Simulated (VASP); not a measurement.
# Co: electric field gradients with PBE

Co:

```xyz
1
Lattice="0.0000 1.7594 1.7594 1.7594 0.0000 1.7594 1.7594 1.7594 0.0000" Properties=species:S:1:pos:R:3 pbc="T T T"
Co    0.0000    0.0000    0.0000
```

This cell differs from its parent crystal: volume scaled by 0.9405.

```yaml
Program: VASP 6.6.1
Task: electric field gradients
Functional: PBE
Potentials_or_basis: VASP PAW PBE potentials, release 64 (Co)
Cutoff: 520 eV
k_mesh: 16 × 16 × 16
Occupations: fermi-dirac, width 0.08 eV
Spin: collinear spin, ferromagnetic start
Starting_moments: "[2.0] μB"
Dipole_correction: no
Further_INCAR_settings: ALGO = Normal; EDIFF = 1e-08; NBANDS = 14
```

- Pressure: -0.5 GPa
- Net moment: 1.62 μB per cell
- Site moments: Co +1.64 μB
- Valence electrons inside the program's atomic spheres: Co 8.26

Levels at points of the mesh, in eV from the Fermi level:
Spin up:
| k point | band 2 | band 3 | band 4 | band 5 | band 6 | band 7 | band 8 | band 9 |
| --- | --- | --- | --- | --- | --- | --- | --- | --- |
| (0.00, 0.00, 0.00) | -2.70 | -2.70 | -2.70 | -1.67 | -1.67 | 23.01 | 27.33 | 27.33 |
| (0.50, 0.00, 0.00) | -2.83 | -2.83 | -0.78 | -0.78 | -0.29 | 6.10 | 21.57 | 24.83 |
| (0.50, 0.50, 0.00) | -4.63 | -0.89 | -0.51 | -0.51 | 2.51 | 9.54 | 14.85 | 14.85 |
Spin down:
| k point | band 2 | band 3 | band 4 | band 5 | band 6 | band 7 |
| --- | --- | --- | --- | --- | --- | --- |
| (0.00, 0.00, 0.00) | -1.14 | -1.14 | -1.14 | 0.30 | 0.30 | 22.69 |
| (0.50, 0.00, 0.00) | -1.15 | -1.15 | -0.33 | 1.12 | 1.12 | 7.09 |
| (0.50, 0.50, 0.00) | -3.38 | 1.17 | 1.29 | 1.29 | 2.52 | 10.44 |

It took 48 s on 1 thread of Intel(R) Xeon(R) Platinum 8488C (Sapphire Rapids), on a shared host, peak memory 0.16 GiB.

Caveat: without QUAD_EFG the Cq values of the log hold for a quadrupole moment of 1 mb, not for the nuclei.
